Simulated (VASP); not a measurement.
A run of VASP 6.6.1:

The input INCAR:

```
ALGO = Normal
EDIFF = 1E-6
ENCUT = 520
GGA = PE
ISIF = 2
ISMEAR = 0
LASPH = True
LCHARG = False
LREAL = False
LWAVE = False
NBANDS = 26
NELM = 100
PREC = Accurate
SIGMA = 0.1
```

The input KPOINTS:

```
k-points
0
Gamma
  18 18 18
```

Contents of POSCAR:

```
NbP
1.0
   -1.6749232544      1.6749232544      5.7401081759
    1.6749232544     -1.6749232544      5.7401081759
    1.6749232544      1.6749232544     -5.7401081759
Nb P
2 2
Direct
    0.7499453741      0.7499453741      0.0000000000
    0.4999453741      0.9999453741      0.5000000000
    0.3326832009      0.3326832009      0.0000000000
    0.0826832009      0.5826832009      0.5000000000
```

Potentials or basis: VASP PAW PBE potentials, release 64 (Nb_sv, P).

The run is started by

```console
$ cat potpaw_PBE.64/Nb_sv/POTCAR potpaw_PBE.64/P/POTCAR > POTCAR
$ mpirun -np 1 vasp_std > vasp.out
```

Hardware: 1 thread of Intel(R) Xeon(R) Platinum 8259CL CPU @ 2.50GHz (Skylake/Cascade Lake), on a shared host.

Question: How long does it take, and how much memory?

Answer: Run time: 36 min on 1 thread of Intel(R) Xeon(R) Platinum 8259CL CPU @ 2.50GHz (Skylake/Cascade Lake), on a shared host, peak memory 0.82 GiB. Counts: scf iterations 14, k points 480.
